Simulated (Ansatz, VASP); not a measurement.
One calculation of CuGe4, two programs

```
Ge Cu
1.0
     4.03036    0.00000    0.00000
    -2.01518    3.49039    0.00000
     0.00000    0.00000   21.49841
Ge Cu
4 1
Cartesian
  0.0000 2.3269 4.0000
  0.0000 0.0000 4.8227
  0.0000 0.0000 7.4366
  2.0152 1.1635 8.1984
  2.0152 1.1635 11.4984
```

Alike in both runs: task single point; functional PBE; dispersion D3(BJ); k mesh 9 × 9 × 1; occupations gaussian, width 0.1 eV; no spin polarisation.

```csv
,VASP,Ansatz
version,VASP 6.6.1,Ansatz 0.2.0
potentials or method,"VASP PAW PBE potentials, release 64 (Ge_d, Cu), cutoff 520 eV","scalar-relativistic, plane waves, PAW"
valence electrons in the cell,67,75
```

Ansatz gave:

```
gap on the k mesh at the Fermi level (eV) : none
rms of the force components (eV/Å)        : 0.310
```

Question: What did VASP give for the same quantities?

Answer: gap on the k mesh at the Fermi level (eV): none; rms of the force components (eV/Å): 0.309.

Atom by atom the forces differ by 0.002 eV/Å (rms over components). A gap of «none» marks a metal or a gap that the smearing closes. VASP's potentials hold 67 valence electrons a cell and Ansatz's 75, so a difference there can come from the potentials and not from the codes.
